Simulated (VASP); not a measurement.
Set up this calculation in VASP 6.6.1, as the native input.

* Task: single point
* Functional: PBE
* Potentials or basis: VASP PAW PBE potentials, release 64 (Mo_sv)
* Cutoff: 500 eV
* k mesh: 5 × 5 × 5
* Occupations: fermi-dirac, width 0.03 eV
* Spin: no spin polarisation
* Dipole correction: no
* Further INCAR settings: ALGO = Normal; EDIFF = 1e-06; NBANDS = 13

The structure of Mo lies in POSCAR:

```
Mo
1.0
   -1.5838089719      1.5838089719      1.5838089719
    1.5838089719     -1.5838089719      1.5838089719
    1.5838089719      1.5838089719     -1.5838089719
Mo
1
Direct
    0.0000000000      0.0000000000      0.0000000000
```

The input as run:

INCAR

```
SYSTEM = Mo
PREC = Accurate
ENCUT = 500
EDIFF = 1E-6
ISMEAR = -1
SIGMA = 0.03
LREAL = .FALSE.
LASPH = .TRUE.
NELM = 120
ALGO = Normal
ISIF = 2
LWAVE = .FALSE.
LCHARG = .TRUE.
GGA = PE
LELF = .TRUE.
LVHAR = .TRUE.
NBANDS = 13
GGA_COMPAT = .FALSE.
```

KPOINTS

```
Automatic mesh
0
G
  5 5 5
  0 0 0
```

Potentials or basis: VASP PAW PBE potentials, release 64 (Mo_sv).

Command:

```console
$ cat potpaw_PBE.64/Mo_sv/POTCAR > POTCAR
$ mpirun -np 1 vasp_std > vasp.out
```

It gave:

```
Pressure               : -3.5 GPa
Band gap on the k mesh : zero (band 7 reaches 14.54 eV, above the bottom of band 8 at 11.05 eV)
```

Caveat: the k points lie up to 0.56 Å⁻¹ apart.

It took 7.2 s on 1 thread of Intel Xeon 8259CL, with other jobs on the host, peak memory 0.12 GiB.
